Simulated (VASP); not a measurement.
Ga2S, 3 atoms in the cell. It takes space group P6/mmm (No. 191, hexagonal). Conventional cell: a = 5.057 Å, b = 5.057 Å, c = 2.526 Å, α = 90.00°, β = 90.00°, γ = 120.00°. Ga (site symmetry -6m2) has 5 Ga at 2.53 to 2.92 Å and 3 S at 2.92 Å within 3.3 Å. S (site symmetry 6/mmm) has 2 S at 2.53 Å and 6 Ga at 2.92 Å within 3.3 Å. The cell was generated, and may not be a known phase.

* Program: VASP 6.6.1
* Task: single point
* Functional: PBE
* Potentials or basis: VASP PAW PBE potentials, release 64 (Ga_d, S)
* Cutoff: 520 eV
* k mesh: 12 × 12 × 18
* Occupations: gaussian, width 0.1 eV
* Spin: no spin polarisation
* Dipole correction: no
* Further INCAR settings: ALGO = Normal; EDIFF = 1e-06; NBANDS = 23

Potentials or basis: VASP PAW PBE potentials, release 64 (Ga_d, S).

Run with:

```bash
$ cat potpaw_PBE.64/Ga_d/POTCAR potpaw_PBE.64/S/POTCAR > POTCAR
$ mpirun -np 1 vasp_std > vasp.out
```

Hardware: 1 thread of Intel(R) Xeon(R) 6975P-C (Granite Rapids) (shared host).

Estimate the wall time of this run.

Wall time 68 s on 1 thread of Intel(R) Xeon(R) 6975P-C (Granite Rapids), with other jobs on the host, peak memory 0.33 GiB. Counts: scf iterations 12, k points 190.
